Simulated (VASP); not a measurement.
Set up this calculation in VASP 6.6.1, as the native input.

| Item | Value |
| --- | --- |
| Task | single point |
| Functional | PBE |
| Potentials or basis | VASP PAW PBE potentials, release 64 (Ge_d, N) |
| Cutoff | 600 eV |
| k mesh | 6 × 6 × 8 |
| Occupations | fermi-dirac, width 0.02 eV |
| Spin | no spin polarisation |
| Dipole correction | no |
| Further INCAR settings | ALGO = Normal; EDIFF = 1e-06; NBANDS = 75 |

The structure of Ge3N4 lies in POSCAR:

```
Ge3N4
1.0
    8.1286961275      0.0000000000      0.0000000000
   -4.0643480638      7.0396573461      0.0000000000
    0.0000000000      0.0000000000      3.1139074954
Ge N
6 8
Direct
    0.2353735063      0.8291237939      0.7500000000
    0.4062497124      0.2353735063      0.2500000000
    0.8291237939      0.5937502876      0.2500000000
    0.1708762061      0.4062497124      0.7500000000
    0.5937502876      0.7646264937      0.7500000000
    0.7646264937      0.1708762061      0.2500000000
    0.3333333333      0.6666666667      0.7500000000
    0.6666666667      0.3333333333      0.2500000000
    0.9725369010      0.6695734549      0.7500000000
    0.3029634460      0.9725369010      0.2500000000
    0.6695734549      0.6970365540      0.2500000000
    0.3304265451      0.3029634460      0.7500000000
    0.0274630990      0.3304265451      0.2500000000
    0.6970365540      0.0274630990      0.7500000000
```

The input as run:

INCAR

```
PREC = Accurate ; ENCUT = 600
EDIFF = 1E-6 ; ISMEAR = -1
SIGMA = 0.02 ; LREAL = F
LASPH = T ; NELM = 120
ALGO = Normal ; ISIF = 2
LWAVE = F ; LCHARG = T
GGA = PE ; LELF = T
LVHAR = T ; NBANDS = 75
GGA_COMPAT = F
```

KPOINTS

```
Automatic mesh
0
Gamma
  6 6 8
```

Potentials or basis: VASP PAW PBE potentials, release 64 (Ge_d, N).

Command:

```bash
$ cat potpaw_PBE.64/Ge_d/POTCAR potpaw_PBE.64/N/POTCAR > POTCAR
$ mpirun -np 1 vasp_std > vasp.out
```

It gave:

```yaml
Pressure: -0.6 GPa
Largest_force: 0.007 eV/Å
Band_gap_on_the_k_mesh: 1.83 eV
```

Wall time 7.4 min on 1 thread of Intel(R) Xeon(R) 6975P-C (Granite Rapids), with other jobs on the host, peak memory 0.66 GiB.
